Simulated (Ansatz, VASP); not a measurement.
**Two plane-wave programs on InSe**

The input INCAR:

```
SYSTEM = InSe
PREC = Accurate
ENCUT = 520
EDIFF = 1E-7
ISMEAR = 0
SIGMA = 0.05
LREAL = .False.
LASPH = .True.
NELM = 60
ALGO = Normal
ISIF = 2
LWAVE = .False.
LCHARG = .False.
LDIPOL = .True.
IDIPOL = 3
DIPOL = 0.5 0.5 0.408
GGA = PE
IVDW = 12
NBANDS = 48
```

KPOINTS

```
Automatic mesh
0
Gamma
  9 9 1
  0 0 0
```

POSCAR

```
InSe
1.0
    4.0266103640      0.0000000000      0.0000000000
   -2.0133051820      3.4871468663      0.0000000000
    0.0000000000      0.0000000000     28.2707108021
Se In
4 4
Direct
    0.0000000000      0.0000000000      0.1591753399
    0.0000000000      0.0000000000      0.3496677346
    0.0000000000      0.6666666667      0.4667500401
    0.0000000000      0.6666666667      0.6572424348
    0.6666666667      0.3333333333      0.2049979895
    0.6666666667      0.3333333333      0.3038451603
    0.6666666667      1.0000000000      0.5125726897
    0.6666666667      1.0000000000      0.6114198605
```

Input for Ansatz:

```yaml
crystal:
  lattice:
    - [4.026610364, 0.0, 0.0]
    - [-2.013305182, 3.4871468663, 0.0]
    - [0.0, 0.0, 28.2707108021]
  atoms:
    - { symbol: Se, position: [0.0, 0.0, 0.1591753399] }
    - { symbol: In, position: [0.6666666667, 0.3333333333, 0.2049979895] }
    - { symbol: In, position: [0.6666666667, 0.3333333333, 0.3038451603] }
    - { symbol: Se, position: [0.0, 0.0, 0.3496677346] }
    - { symbol: Se, position: [0.0, 0.6666666667, 0.4667500401] }
    - { symbol: In, position: [0.6666666667, 1.0, 0.5125726897] }
    - { symbol: In, position: [0.6666666667, 1.0, 0.6114198605] }
    - { symbol: Se, position: [0.0, 0.6666666667, 0.6572424348] }
basis:
  ecutwfc: 420
kpoints:
  mp_grid: { grid: [9, 9, 1] }
hamiltonian:
  xc: pbe
  pseudopotentials: { kind: paw, azcp: { folder: soft_1 } }
  dispersion: d3bj
scf:
  occupations: { method: gaussian, width: 0.05 }
output:
  forces: true
  eigenvalues: true
efield:
  axis: 3
  dipole_correction: true
  ramp_width: 0.04
```

Alike in both runs: task single point; functional PBE; dispersion D3(BJ); k mesh 9 × 9 × 1; occupations gaussian, width 0.05 eV; no spin polarisation.

|  | VASP | Ansatz |
| --- | --- | --- |
| version | VASP 6.6.1 | Ansatz 0.2.0 |
| potentials or method | VASP PAW PBE potentials, release 64 (Se, In_d), cutoff 520 eV | scalar-relativistic, plane waves, PAW |
| valence electrons in the cell | 76 | 116 |

|  | VASP | Ansatz | Ansatz less VASP |
| --- | --- | --- | --- |
| gap on the k mesh at the Fermi level (eV) | 1.10 | 1.11 | +0.011 |
| least direct gap on the mesh (eV) | 1.15 | 1.16 | +0.009 |
| rms of the force components (eV/Å) | 0.021 | 0.022 | +0.0006 |

VASP's potentials hold 76 valence electrons a cell and Ansatz's 116, so a difference there can come from the potentials and not from the codes.
